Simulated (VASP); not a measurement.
# Be (P6_3/mmc) in VASP: a series of runs

Runs on Be. Level: PBEsol. Tasks: single point.

Program: VASP 6.6.1. These are calculated values, not measurements. Logs are shortened: lines on timing, memory, paths and dates and some standing lists are left out, and cuts for length are marked.

### 1 The cell of the first run

The structure is hexagonal, space group P6_3/mmc (No. 194). Conventional cell: a = 1.970 Å, b = 1.970 Å, c = 3.134 Å, α = 90.00°, β = 90.00°, γ = 120.00°. Within 2.6 Å of Be (site symmetry -6m2) lie 12 Be at 1.94 to 1.97 Å.

### 2 Single point, PBEsol

Contents of INCAR:

```
SYSTEM = Be
ALGO = Normal ; EDIFF = 1E-7
ENCUT = 520 ; GGA = PS
ISIF = 2 ; ISMEAR = 0
LASPH = .TRUE. ; LCHARG = .FALSE.
LREAL = .FALSE. ; LWAVE = .FALSE.
NBANDS = 9 ; NELM = 60
PREC = Accurate ; SIGMA = 0.1
```

Contents of KPOINTS:

```
k-points
0
G
  9 9 6
  0 0 0
```

Contents of POSCAR:

```
Be
1.0
    1.9698287811      0.0000000000      0.0000000000
   -0.9849143905      1.7059217655      0.0000000000
    0.0000000000      0.0000000000      3.1343222279
Be
2
Direct
    0.3333333333      0.6666666667      0.2500000000
    0.6666666667      0.3333333333      0.7500000000
```

Potentials or basis: VASP PAW PBE potentials, release 64 (Be).

Started as:

```bash
$ cat potpaw_PBE.64/Be/POTCAR > POTCAR
$ mpirun -np 1 vasp_std > vasp.out
```

OUTCAR:

```text
SYSTEM = Be
   EDIFF = 1E-7
   ENCUT = 520
   GGA = PS
   ISIF = 2
   ISMEAR = 0
   LASPH = .TRUE.
   LREAL = .FALSE.
   NELM = 60
   PREC = Accurate

 ion  position               nearest neighbor table
   1  0.333  0.667  0.250-   2 1.94   2 1.94   2 1.94   2 1.94   2 1.94   2 1.94
   2  0.667  0.333  0.750-   1 1.94   1 1.94   1 1.94   1 1.94   1 1.94   1 1.94

  LATTYP: Found a hexagonal cell.
 ALAT       =     1.9698287811
 C/A-ratio  =     1.5911648048

  Lattice vectors:

 A1 = (   1.9698287811,   0.0000000000,   0.0000000000)
 A2 = (  -0.9849143905,   1.7059217655,   0.0000000000)
 A3 = (   0.0000000000,   0.0000000000,   3.1343222279)

Analysis of symmetry for initial positions (statically):
=====================================================================
 Subroutine PRICEL returns:
 Original cell was already a primitive cell.

 Routine SETGRP: Setting up the symmetry group for a
 hexagonal supercell.

 Subroutine GETGRP returns: Found 24 space group operations
 (whereof 12 operations were pure point group operations)
 out of a pool of 24 trial point group operations.

The static configuration has the point symmetry D_3d.
 The point group associated with its full space group is D_6h.

Analysis of symmetry for dynamics (positions and initial velocities):
=====================================================================
 Subroutine PRICEL returns:
 Original cell was already a primitive cell.

 Routine SETGRP: Setting up the symmetry group for a
 hexagonal supercell.

 Subroutine GETGRP returns: Found 24 space group operations
 (whereof 12 operations were pure point group operations)
 out of a pool of 24 trial point group operations.

The dynamic configuration has the point symmetry D_3d.
 The point group associated with its full space group is D_6h.

 Subroutine INISYM returns: Found 24 space group operations
 (whereof 12 operations are pure point group operations),
 and found     1 'primitive' translations

----------------------------------------------------------------------------------------

                                     Primitive cell

  volume of cell :      10.5325

  direct lattice vectors                    reciprocal lattice vectors
     1.969828781  0.000000000  0.000000000     0.507658335  0.293096677  0.000000000
    -0.984914390  1.705921766  0.000000000     0.000000000  0.586193353  0.000000000
     0.000000000  0.000000000  3.134322228     0.000000000  0.000000000  0.319048243

  length of vectors
     1.969828781  1.969828781  3.134322228     0.586193353  0.586193353  0.319048243

  position of ions in fractional coordinates (direct lattice)
     0.333333333  0.666666667  0.250000000
     0.666666667  0.333333333  0.750000000

  ion indices of the primitive-cell ions
   primitive index   ion index
                 1           1
                 2           2

----------------------------------------------------------------------------------------

 KPOINTS: k-points

Automatic generation of k-mesh.
 Grid dimensions read from file:
 generate k-points for:    9    9    6

 Generating k-lattice:

  Cartesian coordinates                     Fractional coordinates (reciprocal lattice)
     0.056406482  0.032566297  0.000000000     0.111111111  0.000000000  0.000000000
     0.000000000  0.065132595  0.000000000     0.000000000  0.111111111  0.000000000
     0.000000000  0.000000000  0.053174707     0.000000000  0.000000000  0.166666667

  Length of vectors
     0.065132595  0.065132595  0.053174707

  Shift w.r.t. Gamma in fractional coordinates (k-lattice)
     0.000000000  0.000000000  0.000000000

 Subroutine IBZKPT returns following result:
 ===========================================

 Found     48 irreducible k-points:

 Following reciprocal coordinates:
            Coordinates               Weight
  0.000000  0.000000  0.000000      1.000000
  0.111111  0.000000  0.000000      6.000000
  0.222222  0.000000  0.000000      6.000000
  0.333333  0.000000  0.000000      6.000000
  0.444444  0.000000  0.000000      6.000000
  0.111111  0.111111  0.000000      6.000000
[... 16 lines left out ...]
  0.333333  0.222222  0.166667     24.000000
  0.333333  0.333333  0.166667      4.000000
 [... further k-points ...]
   k-points           NKPTS =     48   k-points in BZ     NKDIM =     48   number of bands    NBANDS=      9
   number of dos      NEDOS =    301   number of ions     NIONS =      2
   total plane-waves  NPLWV =   6144
   dimension x,y,z NGX =    16 NGY =   16 NGZ =   24
   dimension x,y,z NGXF=    32 NGYF=   32 NGZF=   48
   ions per type =               2
   NGX,Y,Z   is equivalent  to a cutoff of  13.50, 13.50, 12.73 a.u.
   NGXF,Y,Z  is equivalent  to a cutoff of  27.01, 27.01, 25.46 a.u.
 SYSTEM =  Be
   PREC   = accura    normal or accurate (medium, high low for compatibility)
   ISTART =      0    job   : 0-new  1-cont  2-samecut
   ICHARG =      2    charge: 1-file 2-atom 10-const
   ISPIN  =      1    spin polarized calculation?
   LNONCOLLINEAR =      F non collinear calculations
   LSORBIT =      F    spin-orbit coupling
   LASPH  =      T    aspherical Exc in radial PAW
   ENCUT  =  520.0 eV  38.22 Ry    6.18 a.u.   3.66  3.66  5.83*2*pi/ulx,y,z
   NELM   =     60;   NELMIN=  2; NELMDL= -5     # of ELM steps
   EDIFF  = 0.1E-06   stopping-criterion for ELM
   LREAL  =      F    real-space projection
   EDIFFG = 0.1E-05   stopping-criterion for IOM
   NSW    =      0    number of steps for IOM
   IBRION =     -1    ionic relax: 0-MD 1-quasi-New 2-CG
   NFREE  =      0    steps in history (QN), initial steepest desc. (CG)
   ISIF   =      2    stress and relaxation
   ISYM   =      2    0-nonsym 1-usesym 2-fastsym
   POTIM  = 0.5000    time-step for ionic-motion
   TEBEG  =    0.0;   TEEND  =   0.0 temperature during run
   PSTRESS=    0.0 pullay stress
   NELECT =       4.0000    total number of electrons
   NUPDOWN=      -1.0000    fix difference up-down
   EMIN   =  10.00;   EMAX   =-10.00  energy-range for DOS
   EFERMI =   0.00;   METHOD = LEGACY
   ISMEAR =     0;   SIGMA  =   0.10  broadening in eV -4-tet -1-fermi 0-gaus
   EFERMI_NEDOS =   21; number of points for ismear=-14 and -15
   IALGO  =     38    algorithm
   IMIX   =      4    mixing-type and parameters
     AMIX     =   0.40;   BMIX     =  1.00
     AMIX_MAG =   1.60;   BMIX_MAG =  1.00
  volume/ion in A,a.u.               =       5.27        35.54
  Fermi-wavevector in a.u.,A,eV,Ry     =   1.185544  2.240354 19.123193  1.405515
  Thomas-Fermi vector in A             =   2.321736
   LORBIT       =      0    0 simple, 1 ext, 2 COOP (PROOUT), +10 PAW based schemes
   GGA     = PS    functional components
   LHFCALC =     F    Hartree Fock is set to
   AEXX    =    0.0000 exact exchange contribution
   IVDW    =     0    specifies the selected vdW correction
   LEPSILON=     F    determine dielectric tensor
   LRPA    =     F    only Hartree local field effects (RPA)
 non-spin polarized calculation
 Gauss-broadening in eV      SIGMA  =   0.10
  energy-cutoff  :      520.00
  volume of cell :       10.53
 maximum number of plane-waves:       300
 NGX is ok and might be reduce to    16
   NGX =  7   NGY =  7   NGZ = 11

 number of electron       4.0000000 magnetization

 Free energy of the ion-electron system (eV)
  ---------------------------------------------------
  ext. energy  EPLUGINS =         0.00000000
  ---------------------------------------------------
  free energy    TOTEN  =        -6.85244547 eV

  energy without entropy =       -6.85114375  energy(sigma->0) =       -6.85179461

 E-fermi :  10.2631     XC(G=0): -12.0252

 val. band max:       10.2318230509   @ k =   0.3333   0.1111   0.0000
 cond. band min:      10.9694862469   @ k =   0.3333   0.3333   0.5000
 fundamental gap:      0.7376631960
 Fermi energy:        10.2630567097

 k-point     1 :       0.0000    0.0000    0.0000
  band No.  band energies     occupation
      1      -2.7336      2.00000
      2       4.5581      2.00000
      3      13.5360      0.00000
      4      32.9938      0.00000
      5      32.9938      0.00000
      6      36.6732      0.00000
      7      36.6732      0.00000
      8      39.3773      0.00000
      9      45.8704      0.00000

 k-point     2 :       0.1111    0.0000    0.0000
  band No.  band energies     occupation
      1      -2.3402      2.00000
      2       5.1787      2.00000
      3      13.4565      0.00000
      4      29.5309      0.00000
      5      30.5065      0.00000
      6      36.9873      0.00000
      7      37.7252      0.00000
      8      38.3797      0.00000
      9      41.5319      0.00000

 k-point     3 :       0.2222    0.0000    0.0000
  band No.  band energies     occupation
      1      -1.1505      2.00000
      2       7.0340      2.00000
      3      13.0434      0.00000
      4      23.9661      0.00000
      5      27.3351      0.00000
      6      33.7383      0.00000
      7      34.5373      0.00000
      8      36.7754      0.00000
      9      38.3462      0.00000

 k-point     4 :       0.3333    0.0000    0.0000
  band No.  band energies     occupation
      1       0.8365      2.00000
      2      10.0926      1.98406
      3      11.3514      0.00000
      4      20.6275      0.00000
      5      25.0517      0.00000
      6      26.8538      0.00000
      7      29.1107      0.00000
      8      35.1623      0.00000
      9      39.0909      0.00000

 k-point     5 :       0.4444    0.0000    0.0000
  band No.  band energies     occupation
      1       3.3878      2.00000
      2       8.2349      2.00000
      3      14.1383      0.00000
      4      20.5108      0.00000
      5      20.6031      0.00000
      6      23.8816      0.00000
      7      25.2908      0.00000
      8      34.2026      0.00000
      9      39.6697      0.00000

 k-point     6 :       0.1111    0.1111    0.0000
  band No.  band energies     occupation
      1      -1.5468      2.00000
      2       6.4169      2.00000
      3      13.2784      0.00000
      4      25.3265      0.00000
      5      27.5439      0.00000
      6      35.8358      0.00000
      7      36.5815      0.00000
      8      36.6687      0.00000
      9      40.8393      0.00000
[... 169 lines left out ...]
 k-point    21 :       0.4444    0.1111    0.1667
  band No.  band energies     occupation
      1       4.7979      2.00000
      2       7.5277      2.00000
      3      14.9993      0.00000
      4      16.8285      0.00000
      5      20.0909      0.00000
      6      23.4206      0.00000
      7      29.7323      0.00000
      8      31.5749      0.00000
      9      37.5698      0.00000

 k-point    22 :       0.2222    0.2222    0.1667
  band No.  band energies     occupation
      1       2.3894      2.00000
      2       9.0051      2.00000
      3      15.5454      0.00000
      4      15.7199      0.00000
      5      21.1178      0.00000
      6      26.3562      0.00000
      7      30.4813      0.00000
      8      33.4768      0.00000
      9      35.8352      0.00000

 k-point    23 :       0.3333    0.2222    0.1667
  band No.  band energies     occupation
      1       5.1672      2.00000
      2       9.3147      2.00000
      3      12.8805      0.00000
      4      16.7227      0.00000
      5      18.8326      0.00000
      6      22.9339      0.00000
      7      29.8965      0.00000
      8      32.1293      0.00000
      9      33.8949      0.00000

 k-point    24 :       0.3333    0.3333    0.1667
  band No.  band energies     occupation
      1       7.6801      2.00000
      2       9.7127      2.00000
      3       9.7127      2.00000
      4      17.1835      0.00000
      5      20.0599      0.00000
      6      20.0599      0.00000
      7      29.0828      0.00000
      8      32.3649      0.00000
      9      32.3649      0.00000

 [... further k-points ...]
[... 5 lines left out ...]
  --------------------------------------------------------------------------------------
  -------------------------------------------------------------------------------------
  Total        6.2940865      6.2940865      6.3173850      0.0000000      0.0000000      0.0000000
  in kB      957.4410788    957.4410788    960.9851896      0.0000000      0.0000000      0.0000000
  external PRESSURE =     958.6224491 kB  Pullay stress =       0.0000000 kB

 VOLUME and BASIS-vectors are now :
 -----------------------------------------------------------------------------
  energy-cutoff  :      520.00
  volume of cell :       10.53
      direct lattice vectors                 reciprocal lattice vectors
     1.969828781  0.000000000  0.000000000     0.507658335  0.293096677  0.000000000
    -0.984914390  1.705921766  0.000000000     0.000000000  0.586193353  0.000000000
     0.000000000  0.000000000  3.134322228     0.000000000  0.000000000  0.319048243

 POSITION                                       TOTAL-FORCE (eV/Angst)
 -----------------------------------------------------------------------------------
     -0.00000      1.13728      0.78358         0.000000      0.000000      0.000000
      0.98491      0.56864      2.35074        -0.000000     -0.000000      0.000000
 -----------------------------------------------------------------------------------
    total drift:                                0.000000     -0.000000      0.000000

  FREE ENERGIE OF THE ION-ELECTRON SYSTEM (eV)
  ---------------------------------------------------
  free  energy   TOTEN  =        -6.8524454676 eV

  energy  without entropy=       -6.8511437512  energy(sigma->0) =       -6.85179461
```

Wall time 7.5 s (1 thread of AMD EPYC, shared host); peak memory 0.08 GiB.

Results:

- Free energy: -6.8524 eV
- Pressure: 95.9 GPa
- Band gap on the k mesh: zero (bands 2 and 3 overlap by 2.52 eV)

Levels at points of the mesh, in eV from the Fermi level:
```
           k point  band 1  band 2  band 3  band 4  band 5
(0.00, 0.00, 0.00)  -13.00   -5.70    3.27   22.73   22.73
(0.00, 0.00, 0.50)  -10.63  -10.63   14.79   14.79   25.00
```

Caveat: the k points lie up to 0.41 Å⁻¹ apart, too coarse for converged energies and pressures of a metal; the PAW data sets were made with another functional, which shifts forces and pressure a little.

### 3 Single point, PBEsol

This run uses another cell than the first one, of 6.08 Å³/atom.

Contents of INCAR:

```
ALGO = Normal ; EDIFF = 1E-6
ENCUT = 520 ; GGA = PS
ISIF = 2 ; ISMEAR = 0
LASPH = T ; LCHARG = F
LREAL = F ; LWAVE = F
NBANDS = 9 ; NELM = 100
PREC = Accurate ; SIGMA = 0.1
```

Contents of KPOINTS:

```
k-points
0
Gamma
  9 9 6
```

Contents of POSCAR:

```
Be
1.0
    2.0703677549      0.0000000000      0.0000000000
   -1.0351838775      1.7929910709      0.0000000000
    0.0000000000      0.0000000000      3.2753424810
Be
2
Direct
    0.3333333333      0.6666666667      0.2500000000
    0.6666666667      0.3333333333      0.7500000000
```

Potentials or basis: VASP PAW PBE potentials, release 64 (Be).

Started as:

```bash
$ cat potpaw_PBE.64/Be/POTCAR > POTCAR
$ mpirun -np 1 vasp_std > vasp.out
```

It took 9 s on 1 thread of AMD EPYC, shared host; peak memory 0.08 GiB.

It converged, with:

| Property | Result |
| --- | --- |
| Free energy | -7.5640 eV |
| Pressure | 48.6 GPa |
| Band gap on the k mesh | zero (bands 2 and 3 overlap by 2.41 eV) |

Stress tensor (GPa, compression positive):
```
48.54  0.00  0.00
 0.00 48.54  0.00
 0.00  0.00 48.63
```

Levels at points of the mesh, in eV from the Fermi level:
```csv
k point,band 1,band 2,band 3,band 4,band 5
"(0.00, 0.00, 0.00)",-12.28,-5.04,2.60,20.23,20.23
"(0.00, 0.00, 0.50)",-9.96,-9.96,13.45,13.45,22.26
```

Caveat: the k points lie up to 0.39 Å⁻¹ apart, too coarse for converged energies and pressures of a metal; the PAW data sets were made with another functional, which shifts forces and pressure a little.

### 4 Single point, PBEsol

This run uses another cell than the first one, of 6.84 Å³/atom.

Contents of INCAR:

```
SYSTEM = Be
ALGO = Fast ; EDIFF = 1E-6
ENCUT = 520 ; GGA = PS
ISIF = 2 ; ISMEAR = 0
LASPH = .TRUE. ; LCHARG = .TRUE.
LELF = .TRUE. ; LREAL = .FALSE.
LVHAR = .TRUE. ; LWAVE = .FALSE.
NBANDS = 9 ; NELM = 100
PREC = Accurate ; SIGMA = 0.1
```

Contents of KPOINTS:

```
k-points
0
G
  9 9 6
  0 0 0
```

Contents of POSCAR:

```
Be
1.0
    2.1584475304      0.0000000000      0.0000000000
   -1.0792237652      1.8692703941      0.0000000000
    0.0000000000      0.0000000000      3.3917330452
Be
2
Direct
    0.3333333333      0.6666666667      0.2500000000
    0.6666666667      0.3333333333      0.7500000000
```

Started as:

```bash
$ cat potpaw_PBE.64/Be/POTCAR > POTCAR
$ mpirun -np 1 vasp_std > vasp.out
```

It took 12 s on 1 thread of AMD EPYC, shared host; peak memory 0.09 GiB.

The run converged. Its results:

```
Free energy            : -7.8886 eV
Pressure               : 21.6 GPa
Band gap on the k mesh : zero (bands 2 and 3 overlap by 2.33 eV)
```

Stress tensor (GPa, compression positive):
```
21.61  0.00  0.00
 0.00 21.61  0.00
 0.00  0.00 21.69
```

Levels at points of the mesh, in eV from the Fermi level:
```
           k point  band 1  band 2  band 3  band 4  band 5  band 6  band 7
(0.00, 0.00, 0.00)  -11.72   -4.56    2.12   18.27   18.27   21.43   21.43
(0.00, 0.00, 0.50)   -9.44   -9.44   12.46   12.46   20.15   20.15   20.15
```

Caveat: the k points lie up to 0.37 Å⁻¹ apart, too coarse for converged energies and pressures of a metal; the PAW data sets were made with another functional, which shifts forces and pressure a little.

### 5 Overview

```csv
cell,gap on the mesh (eV),pressure (GPa)
"a = 1.970, b = 1.970, c = 3.134 Å, angles 90.0, 90.0, 120.0°, 2 atoms",none,95.9
"a = 2.070, b = 2.070, c = 3.275 Å, angles 90.0, 90.0, 120.0°, 2 atoms",none,48.6
"a = 2.158, b = 2.158, c = 3.392 Å, angles 90.0, 90.0, 120.0°, 2 atoms",none,21.6
```

Alike in all rows: task single point; level PBEsol; potentials or basis VASP PAW PBE potentials, release 64 (Be); no spin polarisation; k mesh 9 × 9 × 6; cutoff (eV) 520; smearing gaussian 0.1 eV.

Caveats: all runs use coarse meshes; the PAW data sets were made with another functional, which shifts forces and pressure a little.

Total energies depend on the potentials used, so only differences within one code and one set of settings carry meaning.

The gap in the log of VASP goes by the Fermi energy; the results here count the filled bands.